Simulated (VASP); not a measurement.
**Zr: single point with PBE**

Zr:

```
CELL_PARAMETERS angstrom
1.51058 -4.39794 0.00000
1.51058 4.39794 0.00000
-0.12828 0.00000 3.63711
ATOMIC_POSITIONS crystal
Zr 0.86900 0.13100 0.25000
Zr 0.13100 0.86900 0.75000
```

```
Program             : VASP 6.6.1
Task                : single point
Functional          : PBE
Potentials or basis : VASP PAW PBE potentials, release 64 (Zr_sv)
Cutoff              : 520 eV
k mesh              : 6 × 6 × 6
Occupations         : gaussian, width 0.1 eV
Spin                : no spin polarisation
```

```yaml
Pressure: -0.2 GPa
Largest_force: 0.903 eV/Å
Band_gap_on_the_k_mesh: zero (band 12 reaches 8.84 eV, above the bottom of band 13 at 7.99 eV)
```

Forces on the atoms (eV/Å):
```
Zr   0.000  0.903  0.000
Zr   0.000 -0.903  0.000
```

Stress tensor (GPa, compression positive):
```
 2.31  0.00 -0.49
 0.00  1.71  0.00
-0.49  0.00 -4.50
```

Levels at points of the mesh, in eV from the Fermi level:
```
           k point  band 10  band 11  band 12  band 13  band 14  band 15
(0.00, 0.00, 0.00)    -2.74    -1.24    -0.64    -0.25     3.34     3.51
(0.50, 0.00, 0.00)    -2.08    -0.33     0.09     0.09     0.71     2.11
(0.50, 0.50, 0.00)    -2.96    -1.53     0.12     1.19     1.24     1.91
(0.00, 0.00, 0.50)    -2.23    -0.90    -0.90     1.02     1.02     1.95
(0.50, 0.00, 0.50)    -2.29    -0.90    -0.80     1.72     1.75     3.23
(0.50, 0.50, 0.50)    -2.39    -0.12    -0.12     0.70     0.70     3.19
```

Wall time 74 s on 1 thread of AMD EPYC 7R13 Processor (Zen 3) (shared host), peak memory 0.17 GiB.

Caveat: the k points lie up to 0.37 Å⁻¹ apart.
